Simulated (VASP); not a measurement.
A run of VASP 6.6.1 is set up as follows.

POSCAR

```
AlN
1.0
    0.0000000000      2.1693354430      2.1693354430
    2.1693354430      0.0000000000      2.1693354430
    2.1693354430      2.1693354430      0.0000000000
Al N
1 1
Direct
    0.0000000000      0.0000000000      0.0000000000
    0.2500000000      0.2500000000      0.2500000000
```

INCAR.step1

```
PREC     = Accurate       # precision mode
ENCUT    = 520            # plane-wave cutoff, eV
EDIFF    = 1E-5           # SCF threshold, eV
ISMEAR   = -1             # smearing method
SIGMA    = 0.05           # smearing width, eV
LREAL    = False          # projectors in reciprocal space
LASPH    = True           # aspherical terms in the spheres
NELM     = 80             # most SCF steps
ALGO     = Normal         # electronic algorithm
ISIF     = 2              # what is computed and relaxed
LWAVE    = True           # write WAVECAR
GGA      = PE             # functional
NBANDS   = 11             # bands
```

Contents of INCAR.step2:

```
PREC     = Accurate       # precision mode
ENCUT    = 520            # plane-wave cutoff, eV
EDIFF    = 1E-6           # SCF threshold, eV
ISMEAR   = -1             # smearing method
SIGMA    = 0.05           # smearing width, eV
LREAL    = False          # projectors in reciprocal space
LASPH    = True           # aspherical terms in the spheres
NELM     = 80             # most SCF steps
ALGO     = Normal         # electronic algorithm
ISIF     = 2              # what is computed and relaxed
LWAVE    = False          # write WAVECAR
LCHARG   = True           # write CHGCAR
GGA      = B5             # functional
LHFCALC  = True           # exact exchange
AEXX     = 0.5            # exact-exchange fraction
ALDAX    = 0.5          
AGGAX    = 0.5          
AGGAC    = 1.0          
ALDAC    = 0.0          
PRECFOCK = Normal       
LELF     = True           # ELF
LVHAR    = True         
ISTART   = 1            
NBANDS   = 11             # bands
```

The input KPOINTS:

```
regular mesh
0
Gamma
  5 5 5
```

Potentials or basis: VASP PAW PBE potentials, release 64 (Al, N).

The run is started by

```sh
$ cat potpaw_PBE.64/Al/POTCAR potpaw_PBE.64/N/POTCAR > POTCAR
$ cp INCAR.step1 INCAR
$ mpirun -np 1 vasp_std > vasp.out
$ cp INCAR.step2 INCAR
$ mpirun -np 1 vasp_std > vasp.out
```

(1) What does it give for the band gap on the k mesh?

(2) Estimate the pressure.

Answers

(1) 8.48 eV (least direct gap 9.05 eV).

(2) 2.1 GPa.

Caveat: the k points lie up to 0.50 Å⁻¹ apart; the PAW data sets were made with another functional, which shifts forces and pressure a little; an odd mesh through Γ misses points on the zone boundary, where band edges can lie.
